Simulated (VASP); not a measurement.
Crystal: BN.

```
B N
1.0
     2.20270    0.00000    0.00000
    -1.10135    1.90760    0.00000
     0.00000    0.00000    3.59040
B N
2 2
Direct
  0.00000 0.00000 0.00000
  0.00000 0.00000 0.50000
  0.33333 0.66667 0.25000
  0.66667 0.33333 0.75000
```

| Item | Value |
| --- | --- |
| Program | VASP 6.6.1 |
| Task | relaxation of cell and atoms |
| Functional | PBE |
| Potentials or basis | VASP PAW PBE potentials, release 64 (B, N) |
| Cutoff | 600 eV |
| k mesh | 12 × 12 × 6 |
| Occupations | fermi-dirac, width 0.02 eV |
| Spin | no spin polarisation |

At the start: pressure 272.2 GPa; volume 3.77 Å³/atom.

**Question.** How do energy, volume and symmetry change on relaxing?

**Answer.** Over 7 steps the energy falls by 1059.0 meV/atom and the volume is 5.43 Å³/atom (+44.0 %); space group P6_3/mmc (No. 194, to 0.05 Å).

The path:
```
step  energy change (eV)  largest force (eV/Å)  pressure (GPa)  volume (Å³)
   1              0.0000                0.0000          272.25        15.09
   2             -0.1958                0.0000          -75.62        33.85
   3             -4.2096                0.0000          -10.13        22.32
   4             -4.2273                0.0000           -3.24        21.90
   5             -4.2292                0.0000            0.00        21.71
   6             -4.2340                0.0000            0.19        21.72
   7             -4.2361                0.0000            0.08        21.72
```

Final structure:
```yaml
crystal:
  lattice:
    - [2.49800, 0.00000, 0.00000]
    - [-1.24900, 2.16333, 0.00000]
    - [0.00000, 0.00000, 4.01899]
  atoms:
    - { symbol: B, position: [0.00000, 0.00000, 0.00000] }
    - { symbol: B, position: [0.00000, 0.00000, 0.50000] }
    - { symbol: N, position: [0.33333, 0.66667, 0.25000] }
    - { symbol: N, position: [0.66667, 0.33333, 0.75000] }
```

Caveat: the volume moved by over 15 % at a fixed basis, so the end points are rough.
